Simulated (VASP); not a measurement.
# SbTePd (P2_13) in VASP: single point with PBE

Aim: the single point of SbTePd with PBE.

Everything below comes from runs of VASP 6.6.1. Logs are shortened: lines on timing, memory, paths and dates and some standing lists are left out, and cuts for length are marked.

### Step 1. The cell of the first run

The structure is cubic, space group P2_13 (No. 198). The conventional cell has a = 6.641 Å, b = 6.641 Å, c = 6.641 Å, α = 90.00°, β = 90.00°, γ = 90.00°. Sb (site symmetry 3) has 3 Pd at 2.73 Å and 7 Te at 2.91 to 3.71 Å within 3.8 Å. Te (site symmetry 3) has 3 Pd at 2.77 Å and 7 Sb at 2.91 to 3.71 Å within 3.8 Å. Pd (site symmetry 3) has 3 Sb at 2.73 Å and 3 Te at 2.77 Å within 3.6 Å.

### Step 2. Single point, PBE

Input file INCAR:

```
  ALGO = Normal
  EDIFF = 1E-6
  ENCUT = 520
  GGA = PE
  ISIF = 2
  ISMEAR = 0
  LASPH = T
  LCHARG = F
  LREAL = F
  LWAVE = F
  NBANDS = 54
  NELM = 80
  PREC = Accurate
  SIGMA = 0.1
```

Input file KPOINTS:

```
k-points
0
Gamma
  6 6 6
```

Input file POSCAR:

```
SbTePd
1.0
    6.6405365081      0.0000000000      0.0000000000
    0.0000000000      6.6405365081      0.0000000000
    0.0000000000      0.0000000000      6.6405365081
Sb Te Pd
4 4 4
Direct
    0.6270202177      0.6270202177      0.6270202177
    0.8729797823      0.3729797823      0.1270202177
    0.1270202177      0.8729797823      0.3729797823
    0.3729797823      0.1270202177      0.8729797823
    0.3739462665      0.3739462665      0.3739462665
    0.1260537335      0.6260537335      0.8739462665
    0.8739462665      0.1260537335      0.6260537335
    0.6260537335      0.8739462665      0.1260537335
    0.0038367952      0.0038367952      0.0038367952
    0.4961632048      0.9961632048      0.5038367952
    0.5038367952      0.4961632048      0.9961632048
    0.9961632048      0.5038367952      0.4961632048
```

Potentials or basis: VASP PAW PBE potentials, release 64 (Sb, Te, Pd).

Launch:

```
$ cat potpaw_PBE.64/Sb/POTCAR potpaw_PBE.64/Te/POTCAR potpaw_PBE.64/Pd/POTCAR > POTCAR
$ mpirun -np 1 vasp_std > vasp.out
```

OUTCAR:

```text
EDIFF = 1E-6
   ENCUT = 520
   GGA = PE
   ISIF = 2
   ISMEAR = 0
   LASPH = T
   LREAL = F
   NELM = 80
   PREC = Accurate

 ion  position               nearest neighbor table
   1  0.627  0.627  0.627-  10 2.73  11 2.73  12 2.73   5 2.91   6 3.70   7 3.70   8 3.70   8 3.71
                             7 3.71   6 3.71
   2  0.873  0.373  0.127-   9 2.73  11 2.73  12 2.73   6 2.91   5 3.70   7 3.70   8 3.70   8 3.71
                             5 3.71   7 3.71
   3  0.127  0.873  0.373-   9 2.73  10 2.73  12 2.73   7 2.91   6 3.70   5 3.70   8 3.70   6 3.71
                             5 3.71   8 3.71
   4  0.373  0.127  0.873-   9 2.73  10 2.73  11 2.73   8 2.91   6 3.70   7 3.70   5 3.70   5 3.71
                             7 3.71   6 3.71
   5  0.374  0.374  0.374-  10 2.77  11 2.77  12 2.77   1 2.91   2 3.70   3 3.70   4 3.70   4 3.71
                             3 3.71   2 3.71
   6  0.126  0.626  0.874-   9 2.77  11 2.77  12 2.77   2 2.91   1 3.70   3 3.70   4 3.70   4 3.71
                             1 3.71   3 3.71
   7  0.874  0.126  0.626-   9 2.77  10 2.77  12 2.77   3 2.91   2 3.70   1 3.70   4 3.70   2 3.71
                             1 3.71   4 3.71
   8  0.626  0.874  0.126-   9 2.77  10 2.77  11 2.77   4 2.91   2 3.70   3 3.70   1 3.70   1 3.71
                             3 3.71   2 3.71
   9  0.004  0.004  0.004-   2 2.73   3 2.73   4 2.73   6 2.77   7 2.77   8 2.77
  10  0.496  0.996  0.504-   1 2.73   3 2.73   4 2.73   5 2.77   7 2.77   8 2.77
  11  0.504  0.496  0.996-   1 2.73   2 2.73   4 2.73   5 2.77   6 2.77   8 2.77
  12  0.996  0.504  0.496-   1 2.73   2 2.73   3 2.73   5 2.77   6 2.77   7 2.77

  LATTYP: Found a simple cubic cell.
 ALAT       =     6.6405365081

  Lattice vectors:

 A1 = (   6.6405365081,   0.0000000000,   0.0000000000)
 A2 = (   0.0000000000,   6.6405365081,   0.0000000000)
 A3 = (   0.0000000000,   0.0000000000,   6.6405365081)

Analysis of symmetry for initial positions (statically):
=====================================================================
 Subroutine PRICEL returns:
 Original cell was already a primitive cell.

 Routine SETGRP: Setting up the symmetry group for a
 simple cubic supercell.

 Subroutine GETGRP returns: Found 12 space group operations
 (whereof  3 operations were pure point group operations)
 out of a pool of 48 trial point group operations.

The static configuration has the point symmetry C_3 .
 The point group associated with its full space group is T   .

Analysis of symmetry for dynamics (positions and initial velocities):
=====================================================================
 Subroutine PRICEL returns:
 Original cell was already a primitive cell.

 Routine SETGRP: Setting up the symmetry group for a
 simple cubic supercell.

 Subroutine GETGRP returns: Found 12 space group operations
 (whereof  3 operations were pure point group operations)
 out of a pool of 48 trial point group operations.

The dynamic configuration has the point symmetry C_3 .
 The point group associated with its full space group is T   .

 Subroutine INISYM returns: Found 12 space group operations
 (whereof  3 operations are pure point group operations),
 and found     1 'primitive' translations

----------------------------------------------------------------------------------------

                                     Primitive cell

  volume of cell :     292.8259

  direct lattice vectors                    reciprocal lattice vectors
     6.640536508  0.000000000  0.000000000     0.150590242  0.000000000  0.000000000
     0.000000000  6.640536508  0.000000000     0.000000000  0.150590242  0.000000000
     0.000000000  0.000000000  6.640536508     0.000000000  0.000000000  0.150590242

  length of vectors
     6.640536508  6.640536508  6.640536508     0.150590242  0.150590242  0.150590242

  position of ions in fractional coordinates (direct lattice)
     0.627020218  0.627020218  0.627020218
     0.872979782  0.372979782  0.127020218
     0.127020218  0.872979782  0.372979782
     0.372979782  0.127020218  0.872979782
     0.373946266  0.373946266  0.373946266
     0.126053734  0.626053734  0.873946266
     0.873946266  0.126053734  0.626053734
     0.626053734  0.873946266  0.126053734
     0.003836795  0.003836795  0.003836795
     0.496163205  0.996163205  0.503836795
     0.503836795  0.496163205  0.996163205
     0.996163205  0.503836795  0.496163205

  ion indices of the primitive-cell ions
   primitive index   ion index
                 1           1
                 2           2
                 3           3
                 4           4
                 5           5
                 6           6
                 7           7
                 8           8
                 9           9
                10          10
                11          11
                12          12

----------------------------------------------------------------------------------------

 KPOINTS: k-points

Automatic generation of k-mesh.
 Grid dimensions read from file:
 generate k-points for:    6    6    6

 Generating k-lattice:

  Cartesian coordinates                     Fractional coordinates (reciprocal lattice)
     0.025098374  0.000000000  0.000000000     0.166666667  0.000000000  0.000000000
     0.000000000  0.025098374  0.000000000     0.000000000  0.166666667  0.000000000
     0.000000000  0.000000000  0.025098374     0.000000000  0.000000000  0.166666667

  Length of vectors
     0.025098374  0.025098374  0.025098374

  Shift w.r.t. Gamma in fractional coordinates (k-lattice)
     0.000000000  0.000000000  0.000000000

 Subroutine IBZKPT returns following result:
 ===========================================

 Found     24 irreducible k-points:

 Following reciprocal coordinates:
            Coordinates               Weight
  0.000000  0.000000  0.000000      1.000000
  0.166667  0.000000  0.000000      6.000000
  0.333333  0.000000  0.000000      6.000000
  0.500000  0.000000  0.000000      3.000000
  0.166667  0.166667  0.000000     12.000000
  0.333333  0.166667  0.000000     12.000000
[... 16 lines left out ...]
  0.500000  0.500000  0.333333      6.000000
  0.500000  0.500000  0.500000      1.000000
   k-points           NKPTS =     24   k-points in BZ     NKDIM =     24   number of bands    NBANDS=     54
   number of dos      NEDOS =    301   number of ions     NIONS =     12
   total plane-waves  NPLWV = 125000
   dimension x,y,z NGX =    50 NGY =   50 NGZ =   50
   dimension x,y,z NGXF=   100 NGYF=  100 NGZF=  100
   ions per type =               4   4   4
   NGX,Y,Z   is equivalent  to a cutoff of  12.52, 12.52, 12.52 a.u.
   NGXF,Y,Z  is equivalent  to a cutoff of  25.04, 25.04, 25.04 a.u.
 SYSTEM =  unknown system
   PREC   = accura    normal or accurate (medium, high low for compatibility)
   ISTART =      0    job   : 0-new  1-cont  2-samecut
   ICHARG =      2    charge: 1-file 2-atom 10-const
   ISPIN  =      1    spin polarized calculation?
   LNONCOLLINEAR =      F non collinear calculations
   LSORBIT =      F    spin-orbit coupling
   LASPH  =      T    aspherical Exc in radial PAW
   ENCUT  =  520.0 eV  38.22 Ry    6.18 a.u.  12.35 12.35 12.35*2*pi/ulx,y,z
   NELM   =     80;   NELMIN=  2; NELMDL= -5     # of ELM steps
   EDIFF  = 0.1E-05   stopping-criterion for ELM
   LREAL  =      F    real-space projection
   EDIFFG = 0.1E-04   stopping-criterion for IOM
   NSW    =      0    number of steps for IOM
   IBRION =     -1    ionic relax: 0-MD 1-quasi-New 2-CG
   NFREE  =      0    steps in history (QN), initial steepest desc. (CG)
   ISIF   =      2    stress and relaxation
   ISYM   =      2    0-nonsym 1-usesym 2-fastsym
   POTIM  = 0.5000    time-step for ionic-motion
   TEBEG  =    0.0;   TEEND  =   0.0 temperature during run
   PSTRESS=    0.0 pullay stress
   NELECT =      84.0000    total number of electrons
   NUPDOWN=      -1.0000    fix difference up-down
   EMIN   =  10.00;   EMAX   =-10.00  energy-range for DOS
   EFERMI =   0.00;   METHOD = LEGACY
   ISMEAR =     0;   SIGMA  =   0.10  broadening in eV -4-tet -1-fermi 0-gaus
   EFERMI_NEDOS =   21; number of points for ismear=-14 and -15
   IALGO  =     38    algorithm
   IMIX   =      4    mixing-type and parameters
     AMIX     =   0.40;   BMIX     =  1.00
     AMIX_MAG =   1.60;   BMIX_MAG =  1.00
  volume/ion in A,a.u.               =      24.40       164.67
  Fermi-wavevector in a.u.,A,eV,Ry     =   1.079688  2.040314 15.860654  1.165725
  Thomas-Fermi vector in A             =   2.215659
   LORBIT       =      0    0 simple, 1 ext, 2 COOP (PROOUT), +10 PAW based schemes
   GGA     = PE    functional components
   LHFCALC =     F    Hartree Fock is set to
   AEXX    =    0.0000 exact exchange contribution
   IVDW    =     0    specifies the selected vdW correction
   LEPSILON=     F    determine dielectric tensor
   LRPA    =     F    only Hartree local field effects (RPA)
 non-spin polarized calculation
 Gauss-broadening in eV      SIGMA  =   0.10
  energy-cutoff  :      520.00
  volume of cell :      292.83
 maximum number of plane-waves:      7925
 NGX is ok and might be reduce to    50
   NGX = 25   NGY = 25   NGZ = 25

 number of electron      84.0000006 magnetization

 Free energy of the ion-electron system (eV)
  ---------------------------------------------------
  ext. energy  EPLUGINS =         0.00000000
  ---------------------------------------------------
  free energy    TOTEN  =       -54.41665701 eV

  energy without entropy =      -54.39044097  energy(sigma->0) =      -54.40354899

 E-fermi :   8.1336     XC(G=0): -10.4701

 val. band max:        8.1240486002   @ k =   0.5000   0.5000   0.1667
 cond. band min:       8.1392650091   @ k =   0.3333   0.3333   0.3333
 fundamental gap:      0.0152164089
 Fermi energy:         8.1336485811

 k-point     1 :       0.0000    0.0000    0.0000
  band No.  band energies     occupation
      1      -4.8262      2.00000
      2      -3.4205      2.00000
      3      -3.4205      2.00000
      4      -3.4205      2.00000
      5      -1.2119      2.00000
      6      -1.2119      2.00000
[... 46 lines left out ...]
     53      12.9997      0.00000
     54      13.4779      0.00000

 k-point     2 :       0.1667    0.0000    0.0000
  band No.  band energies     occupation
      1      -4.7541      2.00000
      2      -3.5910      2.00000
      3      -3.4013      2.00000
      4      -3.3447      2.00000
      5      -1.3685      2.00000
      6      -1.1871      2.00000
[... 46 lines left out ...]
     53      12.9698      0.00000
     54      13.4364      0.00000

 k-point     3 :       0.3333    0.0000    0.0000
  band No.  band energies     occupation
      1      -4.5471      2.00000
      2      -3.8860      2.00000
      3      -3.3562      2.00000
      4      -3.3113      2.00000
      5      -1.3915      2.00000
      6      -1.1474      2.00000
[... 46 lines left out ...]
     53      12.8455      0.00000
     54      12.9158      0.00000
[... 1084 lines left out ...]
 k-point    23 :       0.5000    0.5000    0.3333
  band No.  band energies     occupation
      1      -3.7658      2.00000
      2      -3.7658      2.00000
      3      -3.5841      2.00000
      4      -3.5841      2.00000
      5      -1.6247      2.00000
      6      -1.6247      2.00000
[... 46 lines left out ...]
     53      12.7590      0.00000
     54      12.7590      0.00000

 k-point    24 :       0.5000    0.5000    0.5000
  band No.  band energies     occupation
      1      -3.6474      2.00000
      2      -3.6474      2.00000
      3      -3.6474      2.00000
      4      -3.6474      2.00000
      5      -1.5582      2.00000
      6      -1.5582      2.00000
[... 46 lines left out ...]
     53      13.3428      0.00000
     54      13.3428      0.00000

------------------------ aborting loop because EDIFF is reached ----------------------------------------

  FORCE on cell =-STRESS in cart. coord.  units (eV):
  Direction    XX          YY          ZZ          XY          YZ          ZX
  --------------------------------------------------------------------------------------
  -------------------------------------------------------------------------------------
  Total       -0.2782719     -0.2782719     -0.2782719     -0.0000000      0.0000000      0.0000000
  in kB       -1.5225460     -1.5225460     -1.5225460     -0.0000000      0.0000000      0.0000000
  external PRESSURE =      -1.5225460 kB  Pullay stress =       0.0000000 kB

 VOLUME and BASIS-vectors are now :
 -----------------------------------------------------------------------------
  energy-cutoff  :      520.00
  volume of cell :      292.83
      direct lattice vectors                 reciprocal lattice vectors
     6.640536508  0.000000000  0.000000000     0.150590242  0.000000000  0.000000000
     0.000000000  6.640536508  0.000000000     0.000000000  0.150590242  0.000000000
     0.000000000  0.000000000  6.640536508     0.000000000  0.000000000  0.150590242

 POSITION                                       TOTAL-FORCE (eV/Angst)
 -----------------------------------------------------------------------------------
      4.16375      4.16375      4.16375         0.008421      0.008421      0.008421
      5.79705      2.47679      0.84348        -0.008421     -0.008421      0.008421
      0.84348      5.79705      2.47679         0.008421     -0.008421     -0.008421
      2.47679      0.84348      5.79705        -0.008421      0.008421     -0.008421
      2.48320      2.48320      2.48320        -0.007833     -0.007833     -0.007833
      0.83706      4.15733      5.80347         0.007833      0.007833     -0.007833
      5.80347      0.83706      4.15733        -0.007833      0.007833      0.007833
      4.15733      5.80347      0.83706         0.007833     -0.007833      0.007833
      0.02548      0.02548      0.02548         0.004972      0.004972      0.004972
      3.29479      6.61506      3.34575        -0.004972     -0.004972      0.004972
      3.34575      3.29479      6.61506         0.004972     -0.004972     -0.004972
      6.61506      3.34575      3.29479        -0.004972      0.004972     -0.004972
 -----------------------------------------------------------------------------------
    total drift:                                0.000000      0.000000     -0.000000

  FREE ENERGIE OF THE ION-ELECTRON SYSTEM (eV)
  ---------------------------------------------------
  free  energy   TOTEN  =       -54.4166570053 eV

  energy  without entropy=      -54.3904409692  energy(sigma->0) =      -54.40354899
```

Run time: 11 min. Hardware: 1 thread of Intel Xeon 8259CL, shared host; peak memory 0.55 GiB.

What came out:

* Free energy: -54.4167 eV
* Pressure: -0.2 GPa
* Largest force: 0.015 eV/Å
* Band gap on the k mesh: zero (bands 42 and 43 overlap by 1.45 eV)

Forces in eV/Å, atoms in the order of the input:
```
Sb   0.008  0.008  0.008
Sb  -0.008 -0.008  0.008
Sb   0.008 -0.008 -0.008
Sb  -0.008  0.008 -0.008
Te  -0.008 -0.008 -0.008
Te   0.008  0.008 -0.008
Te  -0.008  0.008  0.008
Te   0.008 -0.008  0.008
Pd   0.005  0.005  0.005
Pd  -0.005 -0.005  0.005
Pd   0.005 -0.005 -0.005
Pd  -0.005  0.005 -0.005
```

Caveat: spin-orbit coupling is left out, which moves the levels of the heavy elements.
